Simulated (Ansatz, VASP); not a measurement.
**One calculation of CsSi4Sb2, two programs**

```
Cs Si Sb
1.0
    -3.63566    3.63566    3.83036
     3.63566   -3.63566    3.83036
     3.63566    3.63566   -3.83036
Cs Si Sb
1 4 2
Direct
  0.00000 0.00000 0.00000
  0.72987 0.50000 0.22987
  0.50000 0.72987 0.22987
  0.50000 0.27013 0.77013
  0.27013 0.50000 0.77013
  0.25000 0.75000 0.50000
  0.75000 0.25000 0.50000
```

Change from the starting cell: species swapped into the BaNi2P4 type (I4/mmm, No. 139).

Alike in both runs: functional PBE; k mesh 6 × 6 × 6; occupations gaussian, width 0.1 eV; no spin polarisation.

Ansatz relaxed the structure, and its values are those at the end. VASP's run is a single point on that final structure, the one shown.

|  | VASP | Ansatz |
| --- | --- | --- |
| version | VASP 6.6.1 | Ansatz 0.2.0 |
| potentials or method | VASP PAW PBE potentials, release 64 (Cs_sv, Si, Sb), cutoff 520 eV | scalar-relativistic, plane waves, PAW |
| valence electrons in the cell | 35 | 55 |

|  | VASP | Ansatz | Ansatz less VASP |
| --- | --- | --- | --- |
| gap on the k mesh at the Fermi level (eV) | none | none | - |
| pressure (GPa) | 0.1 | 0.0 | -0.06 |
| rms of the force components (eV/Å) | 0.006 | 0.002 | -0.0039 |

A gap of «none» marks a metal or a gap that the smearing closes. With one functional, cell and mesh, what is left measures potentials, basis and numerics. VASP's potentials hold 35 valence electrons a cell and Ansatz's 55, so a difference there can come from the potentials and not from the codes.

Spin-orbit coupling is off throughout.
